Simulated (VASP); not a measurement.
A run of VASP 6.6.1:

Contents of INCAR:

```
PREC = Accurate
ENCUT = 520
EDIFF = 1E-6
ISMEAR = -1
SIGMA = 0.05
LREAL = False
LASPH = True
NELM = 100
ALGO = Normal
ISIF = 2
LWAVE = False
LCHARG = True
GGA = PE
LELF = True
LVHAR = True
NBANDS = 11
```

KPOINTS

```
regular mesh
0
Gamma
  21 21 21
```

The input POSCAR:

```
Ni
1.0
    0.0000000000      1.4811413411      1.4811413411
    1.4811413411      0.0000000000      1.4811413411
    1.4811413411      1.4811413411      0.0000000000
Ni
1
Direct
    0.0000000000      0.0000000000      0.0000000000
```

Potentials or basis: VASP PAW PBE potentials, release 64 (Ni).

Command:

```console
$ cat potpaw_PBE.64/Ni/POTCAR > POTCAR
$ mpirun -np 1 vasp_std > vasp.out
```

Hardware: 1 thread of AMD EPYC 7R43 64-Core Processor (Zen 3) (shared host).

**Question.** Estimate the wall time of this run.

**Answer.** Run time: 31 s on 1 thread of AMD EPYC 7R43 64-Core Processor (Zen 3), on a shared host, peak memory 0.09 GiB. Counts: scf iterations 11, k points 286.
